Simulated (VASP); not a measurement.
In2SnTe2:

```
CELL_PARAMETERS angstrom
4.51239 0.00000 0.00000
-2.25620 3.90785 0.00000
0.00000 0.00000 7.97942
ATOMIC_POSITIONS crystal
In 0.66667 0.33333 0.61678
In 0.33333 0.66667 0.38322
Sn 0.00000 0.00000 0.00000
Te 0.66667 0.33333 0.27852
Te 0.33333 0.66667 0.72148
```

The cell was generated, and may not be a known phase.

* Program: VASP 6.6.1
* Task: relaxation of cell and atoms
* Functional: PBE
* Potentials or basis: VASP PAW PBE potentials, release 64 (In_d, Sn_d, Te)
* Cutoff: 600 eV
* k mesh: 6 × 6 × 2
* Occupations: gaussian, width 0.1 eV
* Spin: no spin polarisation

At the start: pressure 18.0 GPa; volume 28.14 Å³/atom.

Question: How do energy, volume and symmetry change on relaxing?

Answer: Over 31 steps the energy falls by 820.1 meV/atom and the volume is 33.63 Å³/atom (+19.5 %); space group P-3m1 (No. 164, to 0.1 Å) before and after.

Step by step:
```tsv
step	energy change (eV)	largest force (eV/Å)	pressure (GPa)	volume (Å³)
1	0.0000	3.8353	18.01	140.71
2	-2.5892	0.8397	-2.50	215.43
3	-2.7216	1.0576	-0.55	193.64
4	-2.7229	1.0334	-0.74	195.09
5	-2.8521	1.0435	-0.53	191.87
6	-3.1805	0.9561	0.18	182.30
7	-3.3505	0.3007	2.67	163.57
8	-3.3735	0.4790	1.95	167.76
9	-3.4787	0.2627	0.73	173.28
10	-3.5065	0.0962	-0.07	177.61
11	-3.5488	0.0427	-0.06	177.96
12	-3.6851	0.0815	-0.14	178.63
13	-3.9198	0.2784	0.14	178.32
14	-3.6093	1.0997	2.13	171.80
15	-3.9445	0.6015	0.74	176.94
16	-3.9749	0.4553	-0.31	183.08
17	-3.9756	0.4740	-0.15	182.25
18	-4.0009	0.3336	-0.04	181.22
19	-4.0218	0.2113	0.23	179.42
20	-4.0223	0.2357	0.17	179.16
21	-4.0313	0.1790	-0.20	180.60
22	-4.0337	0.1244	-0.57	182.09
23	-4.0383	0.1242	-0.51	181.49
24	-4.0512	0.1173	-0.56	179.73
25	-4.0729	0.1095	-0.55	176.22
26	-4.0871	0.1885	-0.22	169.32
27	-4.0896	0.1348	-0.49	172.10
28	-4.0904	0.1525	-0.37	171.10
29	-4.0977	0.0830	0.17	167.76
30	-4.0977	0.0804	0.23	167.64
31	-4.1003	0.0102	0.04	168.17
```

Final structure:
```
In Sn Te
1.0
     4.43811    0.00000    0.00000
    -2.21906    3.84352    0.00000
     0.00000    0.00000    9.85879
In Sn Te
2 1 2
Direct
  0.66667 0.33333 0.61931
  0.33333 0.66667 0.38069
  0.00000 0.00000 0.00000
  0.66667 0.33333 0.19260
  0.33333 0.66667 0.80740
```

Caveat: the k points lie up to 0.32 Å⁻¹ apart in the final cell, too coarse for converged energies and pressures of a metal; the volume moved by over 15 % at a fixed basis, so the end points are rough.
